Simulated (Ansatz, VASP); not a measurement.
# In: VASP beside Ansatz

Contents of INCAR:

```
PREC = Accurate ; ENCUT = 520
EDIFF = 1E-6 ; ISMEAR = -1
SIGMA = 0.1 ; LREAL = F
LASPH = T ; NELM = 100
ALGO = Normal ; ISIF = 2
LWAVE = F ; LCHARG = F
GGA = PE ; NBANDS = 12
```

File KPOINTS:

```
regular mesh
0
Gamma
  16 16 16
```

Contents of POSCAR:

```
In
1.0
   -1.8434867278      1.8434867278      1.8434867278
    1.8434867278     -1.8434867278      1.8434867278
    1.8434867278      1.8434867278     -1.8434867278
In
1
Direct
    0.0000000000      0.0000000000      0.0000000000
```

Input for Ansatz:

```yaml
crystal:
  lattice:
    - [-1.8434867278, 1.8434867278, 1.8434867278]
    - [1.8434867278, -1.8434867278, 1.8434867278]
    - [1.8434867278, 1.8434867278, -1.8434867278]
  atoms:
    - { symbol: In, position: [0.0, 0.0, 0.0] }
kpoints:
  mp_grid: { grid: [16, 16, 16] }
scf:
  occupations: { method: fermi_dirac, width: 0.1 }
hamiltonian:
  xc: pbe
  pseudopotentials: { kind: all_electron, lapw: { basis_error: 0.001 } }
output:
  forces: true
  stress: true
  eigenvalues: true
  populations: true
```

Change from the starting cell: volume scaled by 0.9, LAPW.

Alike in both runs: task single point; functional PBE; k mesh 16 × 16 × 16; occupations fermi-dirac, width 0.1 eV; no spin polarisation.

|  | VASP | Ansatz |
| --- | --- | --- |
| version | VASP 6.6.1 | Ansatz 0.2.0 |
| potentials or method | VASP PAW PBE potentials, release 64 (In_d), cutoff 520 eV | all-electron LAPW, scalar-relativistic |

```csv
,VASP,Ansatz,Ansatz less VASP
pressure (GPa),4.7,4.7,+0.04
```

Ansatz ran all-electron here, and VASP with PAW potentials.
